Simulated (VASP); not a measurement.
# CoO in VASP: settings compared

Aim: see how the results for CoO move with the level of theory and the settings. Levels: PBEsol+D3(BJ), PBE+D4, PBE+D3(BJ), PBEsol, LDA. Tasks: single point, relaxation of cell and atoms.

Everything below comes from runs of VASP 6.6.1. Logs are shortened: lines on timing, memory, paths and dates and some standing lists are left out, and cuts for length are marked.

## Step 1: The cell of the first run

Symmetry: R-3m, No. 166, trigonal system. Conventional cell: a = 3.064 Å, b = 3.064 Å, c = 7.096 Å, α = 90.00°, β = 90.00°, γ = 120.00°. Co (site symmetry -3m) has 6 O at 2.13 Å within 2.8 Å. Within 2.8 Å of O (site symmetry -3m) lie 6 Co at 2.13 Å.

## Step 2: Single point, PBEsol+D3(BJ), collinear spin, ferromagnetic start

Input file INCAR:

```
  PREC = Accurate
  ENCUT = 520
  EDIFF = 1E-6
  ISMEAR = -1
  SIGMA = 0.05
  LREAL = False
  LASPH = True
  NELM = 150
  ALGO = Normal
  ISIF = 2
  LWAVE = False
  LCHARG = False
  ISPIN = 2
  MAGMOM = 2 0
  LORBIT = 11
  LMAXMIX = 4
  GGA = PS
  IVDW = 12
  NBANDS = 18
```

Input file KPOINTS:

```
Automatic mesh
0
Gamma
  11 11 11
```

Input file POSCAR:

```
CoO
1.0
    1.5322031183      0.8846178828      2.3653544646
   -1.5322031183      0.8846178828      2.3653544646
    0.0000000000     -1.7692357656      2.3653544646
Co O
1 1
Direct
    0.0000000000      0.0000000000      0.0000000000
    0.5000000000      0.5000000000      0.5000000000
```

Potentials or basis: VASP PAW PBE potentials, release 64 (Co, O).

Launch:

```sh
cat potpaw_PBE.64/Co/POTCAR potpaw_PBE.64/O/POTCAR > POTCAR
mpirun -np 1 vasp_std > vasp.out
```

OUTCAR:

```text
PREC = Accurate
   ENCUT = 520
   EDIFF = 1E-6
   ISMEAR = -1
   LREAL = False
   LASPH = True
   NELM = 150
   ISIF = 2
   ISPIN = 2
   LORBIT = 11
   GGA = PS
   IVDW = 12
 IVDW          = 12

 ion  position               nearest neighbor table
   1  0.000  0.000  0.000-   2 2.13   2 2.13   2 2.13   2 2.13   2 2.13   2 2.13
   2  0.500  0.500  0.500-   1 2.13   1 2.13   1 2.13   1 2.13   1 2.13   1 2.13

  LATTYP: Found a trigonal (rhomboedric) cell.
 ALAT       =     2.9538275064
 COS(alpha) =     0.4618635386

  Lattice vectors:

 A1 = (   1.5322031183,   0.8846178828,   2.3653544646)
 A2 = (  -1.5322031183,   0.8846178828,   2.3653544646)
 A3 = (   0.0000000000,  -1.7692357656,   2.3653544646)

Analysis of symmetry for initial positions (statically):
=====================================================================
 Subroutine PRICEL returns:
 Original cell was already a primitive cell.

 Routine SETGRP: Setting up the symmetry group for a
 trigonal (rhombohedral) supercell.

 Subroutine GETGRP returns: Found 12 space group operations
 (whereof 12 operations were pure point group operations)
 out of a pool of 12 trial point group operations.

The static configuration has the point symmetry D_3d.

Analysis of symmetry for dynamics (positions and initial velocities):
=====================================================================
 Subroutine PRICEL returns:
 Original cell was already a primitive cell.

 Routine SETGRP: Setting up the symmetry group for a
 trigonal (rhombohedral) supercell.

 Subroutine GETGRP returns: Found 12 space group operations
 (whereof 12 operations were pure point group operations)
 out of a pool of 12 trial point group operations.

The dynamic configuration has the point symmetry D_3d.

Analysis of structural, dynamic, and magnetic symmetry:
=====================================================================
 Subroutine PRICEL returns:
 Original cell was already a primitive cell.

 Routine SETGRP: Setting up the symmetry group for a
 trigonal (rhombohedral) supercell.

 Subroutine GETGRP returns: Found 12 space group operations
 (whereof 12 operations were pure point group operations)
 out of a pool of 12 trial point group operations.

The overall configuration has the point symmetry D_3d.

 Subroutine INISYM returns: Found 12 space group operations
 (whereof 12 operations are pure point group operations),
 and found     1 'primitive' translations

----------------------------------------------------------------------------------------

                                     Primitive cell

  volume of cell :      19.2362

  direct lattice vectors                    reciprocal lattice vectors
     1.532203118  0.884617883  2.365354465     0.326327491  0.188405265  0.140923206
    -1.532203118  0.884617883  2.365354465    -0.326327491  0.188405265  0.140923206
     0.000000000 -1.769235766  2.365354465     0.000000000 -0.376810530  0.140923206

  length of vectors
     2.953827506  2.953827506  2.953827506     0.402300293  0.402300293  0.402300293

  position of ions in fractional coordinates (direct lattice)
     0.000000000  0.000000000  0.000000000
     0.500000000  0.500000000  0.500000000

  ion indices of the primitive-cell ions
   primitive index   ion index
                 1           1
                 2           2

----------------------------------------------------------------------------------------

 KPOINTS: Automatic mesh

Automatic generation of k-mesh.
 Grid dimensions read from file:
 generate k-points for:   11   11   11

 Generating k-lattice:

  Cartesian coordinates                     Fractional coordinates (reciprocal lattice)
     0.029666136  0.017127751  0.012811201     0.090909091  0.000000000  0.000000000
    -0.029666136  0.017127751  0.012811201     0.000000000  0.090909091  0.000000000
     0.000000000 -0.034255503  0.012811201     0.000000000  0.000000000  0.090909091

  Length of vectors
     0.036572754  0.036572754  0.036572754

  Shift w.r.t. Gamma in fractional coordinates (k-lattice)
     0.000000000  0.000000000  0.000000000

 Subroutine IBZKPT returns following result:
 ===========================================

 Found    146 irreducible k-points:

 Following reciprocal coordinates:
            Coordinates               Weight
  0.000000  0.000000  0.000000      1.000000
  0.090909  0.000000 -0.000000      6.000000
  0.181818  0.000000 -0.000000      6.000000
  0.272727  0.000000 -0.000000      6.000000
  0.363636  0.000000 -0.000000      6.000000
  0.454545  0.000000 -0.000000      6.000000
[... 16 lines left out ...]
 -0.272727  0.181818  0.000000     12.000000
 -0.181818  0.181818  0.000000      6.000000
 [... further k-points ...]
   k-points           NKPTS =    146   k-points in BZ     NKDIM =    146   number of bands    NBANDS=     18
   number of dos      NEDOS =    301   number of ions     NIONS =      2
   total plane-waves  NPLWV =  13824
   dimension x,y,z NGX =    24 NGY =   24 NGZ =   24
   dimension x,y,z NGXF=    48 NGYF=   48 NGZF=   48
   ions per type =               1   1
   NGX,Y,Z   is equivalent  to a cutoff of  13.51, 13.51, 13.51 a.u.
   NGXF,Y,Z  is equivalent  to a cutoff of  27.02, 27.02, 27.02 a.u.
 SYSTEM =  unknown system
   PREC   = accura    normal or accurate (medium, high low for compatibility)
   ISTART =      0    job   : 0-new  1-cont  2-samecut
   ICHARG =      2    charge: 1-file 2-atom 10-const
   ISPIN  =      2    spin polarized calculation?
   LNONCOLLINEAR =      F non collinear calculations
   LSORBIT =      F    spin-orbit coupling
   LASPH  =      T    aspherical Exc in radial PAW
   ENCUT  =  520.0 eV  38.22 Ry    6.18 a.u.   5.49  5.49  5.49*2*pi/ulx,y,z
   NELM   =    150;   NELMIN=  2; NELMDL= -5     # of ELM steps
   EDIFF  = 0.1E-05   stopping-criterion for ELM
   LREAL  =      F    real-space projection
[... 7 lines left out ...]
   TEBEG  =    0.0;   TEEND  =   0.0 temperature during run
   PSTRESS=    0.0 pullay stress
   NELECT =      15.0000    total number of electrons
   NUPDOWN=      -1.0000    fix difference up-down
   EMIN   =  10.00;   EMAX   =-10.00  energy-range for DOS
   EFERMI =   0.00;   METHOD = LEGACY
   ISMEAR =    -1;   SIGMA  =   0.05  broadening in eV -4-tet -1-fermi 0-gaus
   EFERMI_NEDOS =   21; number of points for ismear=-14 and -15
   IALGO  =     38    algorithm
   IMIX   =      4    mixing-type and parameters
     AMIX     =   0.40;   BMIX     =  1.00
     AMIX_MAG =   1.60;   BMIX_MAG =  1.00
  volume/ion in A,a.u.               =       9.62        64.91
  Fermi-wavevector in a.u.,A,eV,Ry     =   1.506834  2.847503 30.892690  2.270549
  Thomas-Fermi vector in A             =   2.617499
   LORBIT       =     11    0 simple, 1 ext, 2 COOP (PROOUT), +10 PAW based schemes
   GGA     = PS    functional components
   LHFCALC =     F    Hartree Fock is set to
   AEXX    =    0.0000 exact exchange contribution
   IVDW    =    12    specifies the selected vdW correction
   LEPSILON=     F    determine dielectric tensor
   LRPA    =     F    only Hartree local field effects (RPA)
 spin polarized calculation
  energy-cutoff  :      520.00
  volume of cell :       19.24
 maximum number of plane-waves:       532
 NGX is ok and might be reduce to    24
   NGX = 11   NGY = 11   NGZ = 11

 number of electron      15.0000004 magnetization       2.9135370

 Free energy of the ion-electron system (eV)
  ---------------------------------------------------
  ext. energy  EPLUGINS =         0.00000000
  ---------------------------------------------------
  free energy    TOTEN  =       -13.97001681 eV

  energy without entropy =      -13.94035820  energy(sigma->0) =      -13.95518751

 E-fermi :   7.8637     XC(G=0): -12.6899

 val. band max:        7.8604870539   @ k =   0.3636   0.0909  -0.0000
 cond. band min:       7.8653038181   @ k =  -0.2727  -0.2727   0.0909
 fundamental gap:      0.0048167642
 Fermi energy:         7.8637312352

 spin component 1

 k-point     1 :       0.0000    0.0000    0.0000
  band No.  band energies     occupation
      1     -12.3779      1.00000
      2       4.5384      1.00000
      3       4.5384      1.00000
      4       4.5387      1.00000
      5       4.5387      1.00000
      6       4.6813      1.00000
[... 10 lines left out ...]
     17      30.0858      0.00000
     18      32.6934      0.00000
[... 463 lines left out ...]
 k-point    24 :      -0.1818    0.1818    0.0000
  band No.  band energies     occupation
      1     -11.6456      1.00000
      2       1.0934      1.00000
      3       2.3321      1.00000
      4       2.7358      1.00000
      5       5.0971      1.00000
      6       5.1224      1.00000
[... 10 lines left out ...]
     17      34.7648      0.00000
     18      36.9159      0.00000

 [... further k-points ...]

 spin component 2

 k-point     1 :       0.0000    0.0000    0.0000
  band No.  band energies     occupation
      1     -11.8453      1.00000
      2       5.1306      1.00000
      3       5.1306      1.00000
      4       5.5046      1.00000
      5       6.6670      1.00000
      6       6.6670      1.00000
[... 10 lines left out ...]
     17      31.0369      0.00000
     18      33.5091      0.00000
[... 463 lines left out ...]
 k-point    24 :      -0.1818    0.1818    0.0000
  band No.  band energies     occupation
      1     -11.0886      1.00000
      2       1.8502      1.00000
      3       3.5435      1.00000
      4       3.8011      1.00000
      5       7.1949      1.00000
      6       7.6224      0.99206
[... 10 lines left out ...]
     17      35.2964      0.00000
     18      37.5960      0.00000

 [... further k-points ...]

------------------------ aborting loop because EDIFF is reached ----------------------------------------

 Edisp (eV)   -0.43306

 E8    (eV) :    -0.2650

  FORCE on cell =-STRESS in cart. coord.  units (eV):
  Direction    XX          YY          ZZ          XY          YZ          ZX
  --------------------------------------------------------------------------------------
  -------------------------------------------------------------------------------------
  Total      -0.10142    -0.10142    -0.08313     0.00000     0.00000    -0.00000
  in kB      -8.44712    -8.44712    -6.92393     0.00000     0.00000    -0.00000
  external pressure =       -7.94 kB  Pullay stress =        0.00 kB

 VOLUME and BASIS-vectors are now :
 -----------------------------------------------------------------------------
  energy-cutoff  :      520.00
  volume of cell :       19.24
      direct lattice vectors                 reciprocal lattice vectors
     1.532203118  0.884617883  2.365354465     0.326327491  0.188405265  0.140923206
    -1.532203118  0.884617883  2.365354465    -0.326327491  0.188405265  0.140923206
     0.000000000 -1.769235766  2.365354465     0.000000000 -0.376810530  0.140923206

 POSITION                                       TOTAL-FORCE (eV/Angst)
 -----------------------------------------------------------------------------------
      0.00000      0.00000      0.00000        -0.000000      0.000000     -0.000000
      0.00000      0.00000      3.54803         0.000000      0.000000      0.000000
 -----------------------------------------------------------------------------------
    total drift:                               -0.000000      0.000000     -0.000000

  FREE ENERGIE OF THE ION-ELECTRON SYSTEM (eV)
  ---------------------------------------------------
  free  energy   TOTEN  =       -14.4030812444 eV

  energy  without entropy=      -14.3734226354  energy(sigma->0) =      -14.38825194

 total charge

# of ion       s       p       d       tot
------------------------------------------
    1        0.299   0.364   7.145   7.808
    2        1.551   3.400   0.000   4.951
--------------------------------------------------
tot          1.850   3.764   7.145  12.759

 magnetization (x)

# of ion       s       p       d       tot
------------------------------------------
    1        0.019   0.018   2.514   2.551
    2        0.029   0.282   0.000   0.311
--------------------------------------------------
tot          0.049   0.300   2.514   2.863
```

Wall time 36 s (1 thread of Intel Xeon 6975P-C (Granite Rapids), shared host); peak memory 0.21 GiB.

Results:

```
Free energy                                           : -14.4031 eV
Pressure                                              : -0.8 GPa
Net moment                                            : 2.91 μB per cell
Site moments                                          : Co +2.55; O +0.31 μB
Valence electrons inside the program's atomic spheres : Co 7.81; O 4.95
Dispersion energy per atom                            : -0.217 eV
```

Levels at points of the mesh, in eV from the Fermi level:
Spin up:
```tsv
k point	band 6	band 7	band 8	band 9	band 10	band 11	band 12	band 13
(0.00, 0.00, 0.00)	-3.18	-3.18	-2.99	-2.97	0.88	16.55	17.47	17.47
```
Spin down:
```
           k point  band 4  band 5  band 6  band 7  band 8  band 9
(0.00, 0.00, 0.00)   -2.36   -1.20   -1.20   -0.98   -0.13   -0.13
```

Caveat: the PAW data sets were made with another functional, which shifts forces and pressure a little; a cell with one magnetic atom can't hold antiferromagnetic order, which such compounds often take; semilocal functionals often make such compounds metallic where correlation or magnetic order opens a gap, which also shifts bond lengths. With open d or f shells a metallic result of PBEsol can be an artefact of self-interaction; +U or a hybrid may open a gap.

## Step 3: Relaxation of cell and atoms, PBE+D4, collinear spin, ferromagnetic start

This run uses another cell than the first one, of 9.58 Å³/atom.

Input file INCAR:

```
ALGO     = Normal         # electronic algorithm
EDIFF    = 1E-7           # SCF threshold, eV
EDIFFG   = -0.01          # ionic threshold
ENCUT    = 600            # plane-wave cutoff, eV
GGA      = PE             # functional
IBRION   = 2              # ionic algorithm
ISIF     = 3              # what is computed and relaxed
ISMEAR   = -1             # smearing method
ISPIN    = 2              # spin polarisation
IVDW     = 13             # dispersion correction
LASPH    = T              # aspherical terms in the spheres
LCHARG   = F              # write CHGCAR
LMAXMIX  = 4              # l up to which the mixer works
LORBIT   = 11             # projections on sites
LREAL    = F              # projectors in reciprocal space
LWAVE    = F              # write WAVECAR
MAGMOM   = 2 0            # initial moments
NELM     = 150            # most SCF steps
NSW      = 60             # ionic steps
PREC     = Accurate       # precision mode
SIGMA    = 0.05           # smearing width, eV
```

Input file KPOINTS:

```
k-points
0
Gamma
  11 11 11
```

Input file POSCAR:

```
CoO
1.0
    1.5054695445      0.8691832468      2.4399269062
   -1.5054695445      0.8691832468      2.4399269062
    0.0000000000     -1.7383664936      2.4399269062
Co O
1 1
Direct
    0.0000000000      0.0000000000      0.0000000000
    0.5000000000      0.5000000000      0.5000000000
```

Potentials or basis: VASP PAW PBE potentials, release 64 (Co, O).

Launch:

```sh
cat potpaw_PBE.64/Co/POTCAR potpaw_PBE.64/O/POTCAR > POTCAR
mpirun -np 1 vasp_std > vasp.out
```

Run time: 5.1 min. Hardware: 1 thread of Intel Xeon 6975P-C (Granite Rapids), shared host; peak memory 0.23 GiB.

The run converged. Its results:

- Free energy: -13.6339 eV
- Relaxed volume: 9.27 Å³/atom
- Relaxed cell: a = 2.882 Å, b = 2.882 Å, c = 2.882 Å, α = 64.33°, β = 64.33°, γ = 64.33°
- Space group after relaxing (to 0.1 Å): R-3m (No. 166)
- Energy gained by relaxing: 6.8 meV/atom
- Ionic steps: 18
- Pressure after relaxing: 0.1 GPa
- Net moment: 2.77 μB per cell
- Site moments: Co +2.46; O +0.27 μB
- Valence electrons inside the program's atomic spheres: Co 7.87; O 4.99
- Dispersion energy per atom: -0.283 eV

Step by step:
```csv
step,energy change (eV),largest force (eV/Å),pressure (GPa),volume (Å³)
1,0.0000,0.0000,-4.12,19.16
2,-0.0048,0.0000,2.02,18.48
3,-0.0061,0.0000,0.02,18.69
4,-0.0061,0.0000,-0.06,18.70
5,-0.0061,0.0000,-0.07,18.70
6,-0.0063,0.0000,-0.07,18.70
7,-0.0070,0.0000,-0.07,18.69
8,-0.0087,0.0000,-0.10,18.68
9,-0.0121,0.0000,-0.32,18.65
10,-0.0097,0.0000,-1.06,18.55
11,-0.0134,0.0000,-0.50,18.63
12,-0.0135,0.0000,-0.58,18.61
13,-0.0136,0.0000,-0.34,18.58
14,-0.0136,0.0000,-0.24,18.56
15,-0.0136,0.0000,-0.20,18.56
16,-0.0136,0.0000,-0.24,18.56
17,-0.0136,0.0000,-0.12,18.55
18,-0.0136,0.0000,0.06,18.54
```

Final structure:
```
Co O
1.0
     1.53426    0.88581    2.27336
    -1.53426    0.88581    2.27336
     0.00000   -1.77162    2.27336
Co O
1 1
Direct
  0.00000 0.00000 0.00000
  0.50000 0.50000 0.50000
```

Levels at points of the mesh, in eV from the Fermi level:
Spin up:
```csv
k point,band 5,band 6,band 7,band 8,band 9,band 10,band 11,band 12
"(0.00, 0.00, 0.00)",-3.35,-3.11,-3.11,-2.86,-2.76,1.27,16.92,17.67
```
Spin down:
```csv
k point,band 4,band 5,band 6,band 7,band 8,band 9
"(0.00, 0.00, 0.00)",-2.30,-1.35,-1.35,-0.99,0.03,0.03
```

Caveat: a cell with one magnetic atom can't hold antiferromagnetic order, which such compounds often take; semilocal functionals often make such compounds metallic where correlation or magnetic order opens a gap, which also shifts bond lengths. With open d or f shells a metallic result of PBE can be an artefact of self-interaction; +U or a hybrid may open a gap.

## Step 4: Relaxation of cell and atoms, PBE+D3(BJ), collinear spin, ferromagnetic start

This run uses another cell than the first one, of 9.58 Å³/atom.

Input file INCAR:

```
  PREC = Accurate
  ENCUT = 600
  EDIFF = 1E-6
  ISMEAR = -1
  SIGMA = 0.05
  LREAL = False
  LASPH = True
  NELM = 150
  ALGO = Normal
  ISIF = 3
  LWAVE = False
  LCHARG = False
  ISPIN = 2
  MAGMOM = 2 0
  LORBIT = 11
  LMAXMIX = 4
  GGA = PE
  IVDW = 12
  IBRION = 2
  NSW = 60
  EDIFFG = -0.01
```

Input file KPOINTS:

```
Automatic mesh
0
Gamma
  11 11 11
```

POSCAR is that of step 3.

Launch:

```sh
cat potpaw_PBE.64/Co/POTCAR potpaw_PBE.64/O/POTCAR > POTCAR
mpirun -np 1 vasp_std > vasp.out
```

Wall time 15 min (1 thread of Intel Xeon Platinum 8488C (Sapphire Rapids), shared host); peak memory 0.28 GiB.

Results (log left out):

| Item | Value |
| --- | --- |
| Free energy | -13.5860 eV |
| Relaxed volume | 9.64 Å³/atom |
| Relaxed cell | a = 2.943 Å, b = 2.943 Å, c = 2.943 Å, α = 63.11°, β = 63.11°, γ = 63.11° |
| Space group after relaxing (to 0.1 Å) | R-3m (No. 166) |
| Pressure after relaxing | 0.0 GPa |
| Net moment | -2.89 μB per cell |
| Site moments | Co -2.54; O -0.29 μB |
| Valence electrons inside the program's atomic spheres | Co 7.79; O 4.98 |
| Dispersion energy per atom | -0.258 eV |

Final structure:
```
Co O
1.0
     1.54031    0.88930    2.34521
    -1.54031    0.88930    2.34521
     0.00000   -1.77860    2.34521
Co O
1 1
Direct
  0.00000 0.00000 0.00000
  0.50000 0.50000 0.50000
```

Levels at points of the mesh, in eV from the Fermi level:
Spin up:
| k point | band 3 | band 4 | band 5 | band 6 | band 7 | band 8 | band 9 | band 10 |
| --- | --- | --- | --- | --- | --- | --- | --- | --- |
| (0.00, 0.00, 0.00) | -2.68 | -2.23 | -1.19 | -1.19 | -0.97 | 0.08 | 0.08 | 1.59 |
Spin down:
```
           k point  band 7  band 8  band 9  band 10  band 11  band 12
(0.00, 0.00, 0.00)   -3.12   -2.82   -2.81     1.04    16.82    17.57
```

Caveat: a cell with one magnetic atom can't hold antiferromagnetic order, which such compounds often take; semilocal functionals often make such compounds metallic where correlation or magnetic order opens a gap, which also shifts bond lengths. With open d or f shells a metallic result of PBE can be an artefact of self-interaction; +U or a hybrid may open a gap.

[end of part 1 of 2]
